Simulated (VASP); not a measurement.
A run of VASP 6.6.1:

Contents of POSCAR:

```
PbS
1.0
    0.0000000000      2.9550000000      2.9550000000
    2.9550000000      0.0000000000      2.9550000000
    2.9550000000      2.9550000000      0.0000000000
Pb S
1 1
Direct
    0.0000000000      0.0000000000      0.0000000000
    0.5000000000      0.5000000000      0.5000000000
```

The input INCAR.step1:

```
SYSTEM = PbS
PREC = Accurate ; ENCUT = 600
ISMEAR = 0 ; SIGMA = 0.01
LREAL = .FALSE. ; LASPH = .TRUE.
NELM = 60 ; GGA = PE
ALGO = Normal ; EDIFF = 1E-4
LWAVE = .TRUE. ; LCHARG = .FALSE.
```

File INCAR.step2:

```
SYSTEM = PbS
PREC = Accurate ; ENCUT = 600
EDIFF = 1E-7 ; ISMEAR = 0
SIGMA = 0.01 ; LREAL = .FALSE.
LASPH = .TRUE. ; NELM = 60
ALGO = Normal ; ISIF = 3
LWAVE = .FALSE. ; LCHARG = .FALSE.
METAGGA = R2SCAN ; LMIXTAU = .TRUE.
IBRION = 2 ; NSW = 80
EDIFFG = -0.005 ; ISTART = 1
```

File KPOINTS:

```
regular mesh
0
G
  10 10 10
  0 0 0
```

Potentials or basis: VASP PAW PBE potentials, release 64 (Pb_d, S).

Command:

```bash
$ cat potpaw_PBE.64/Pb_d/POTCAR potpaw_PBE.64/S/POTCAR > POTCAR
$ cp INCAR.step1 INCAR
$ mpirun -np 1 vasp_std > vasp.out
$ cp INCAR.step2 INCAR
$ mpirun -np 1 vasp_std > vasp.out
```

Hardware: 1 thread of Intel(R) Xeon(R) 6975P-C (Granite Rapids), with other jobs on the host.

Question: How long does it take, and how much memory?

Answer: Run time: 3.4 min on 1 thread of Intel(R) Xeon(R) 6975P-C (Granite Rapids), on a shared host, peak memory 0.25 GiB. Counts: k points 47, ion steps 3.
